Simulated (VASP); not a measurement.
Wanted: the native input for a VASP 6.6.1 run.

```
Task                   : single point
Functional             : r2SCAN
Potentials or basis    : VASP PAW PBE potentials, release 64 (Na_pv)
Cutoff                 : 520 eV
k mesh                 : 12 × 12 × 8
Occupations            : gaussian, width 0.15 eV
Spin                   : no spin polarisation
Dipole correction      : no
Further INCAR settings : ALGO = Normal; EDIFF = 1e-06; NBANDS = 14
```

The system is Na.

```
CELL_PARAMETERS angstrom
3.67283 0.00000 0.00000
-1.83641 3.18076 0.00000
0.00000 0.00000 6.30785
ATOMIC_POSITIONS crystal
Na 0.33333 0.66667 0.25000
Na 0.66667 0.33333 0.75000
```

This cell differs from its parent crystal: strain -0.025 along x and y, +0.025 along z.

One way to write it, as run:

POSCAR

```
Na
1.0
    3.6728259727      0.0000000000      0.0000000000
   -1.8364129863      3.1807605960      0.0000000000
    0.0000000000      0.0000000000      6.3078500000
Na
2
Direct
    0.3333333333      0.6666666667      0.2500000000
    0.6666666667      0.3333333333      0.7500000000
```

INCAR.step1

```
PREC     = Accurate       # precision mode
ENCUT    = 520            # plane-wave cutoff, eV
ISMEAR   = 0              # smearing method
SIGMA    = 0.15           # smearing width, eV
LREAL    = False          # projectors in reciprocal space
LASPH    = True           # aspherical terms in the spheres
NELM     = 80             # most SCF steps
NBANDS   = 14             # bands
GGA      = PE             # functional
ALGO     = Normal         # electronic algorithm
EDIFF    = 1E-4           # SCF threshold, eV
LWAVE    = True           # write WAVECAR
LCHARG   = False          # write CHGCAR
```

INCAR.step2

```
PREC     = Accurate       # precision mode
ENCUT    = 520            # plane-wave cutoff, eV
EDIFF    = 1E-6           # SCF threshold, eV
ISMEAR   = 0              # smearing method
SIGMA    = 0.15           # smearing width, eV
LREAL    = False          # projectors in reciprocal space
LASPH    = True           # aspherical terms in the spheres
NELM     = 80             # most SCF steps
ALGO     = Normal         # electronic algorithm
ISIF     = 2              # what is computed and relaxed
LWAVE    = False          # write WAVECAR
LCHARG   = False          # write CHGCAR
METAGGA  = R2SCAN         # meta-GGA
LMIXTAU  = True         
NBANDS   = 14             # bands
ISTART   = 1
```

KPOINTS

```
Automatic mesh
0
Gamma
  12 12 8
```

Potentials or basis: VASP PAW PBE potentials, release 64 (Na_pv).

Launch:

```console
$ cat potpaw_PBE.64/Na_pv/POTCAR > POTCAR
$ cp INCAR.step1 INCAR
$ mpirun -np 1 vasp_std > vasp.out
$ cp INCAR.step2 INCAR
$ mpirun -np 1 vasp_std > vasp.out
```

Results of the run:

| Item | Value |
| --- | --- |
| Pressure | 0.2 GPa |
| Band gap on the k mesh | zero (bands 7 and 8 overlap by 4.75 eV) |

Caveat: the cell differs from its parent crystal (strain -0.025 along x and y, +0.025 along z); the PAW data sets were made with another functional, which shifts forces and pressure a little.

Run time: 6.9 min on 1 thread of Oxide Virtual Turin-like Processor, on a shared host, peak memory 0.19 GiB.
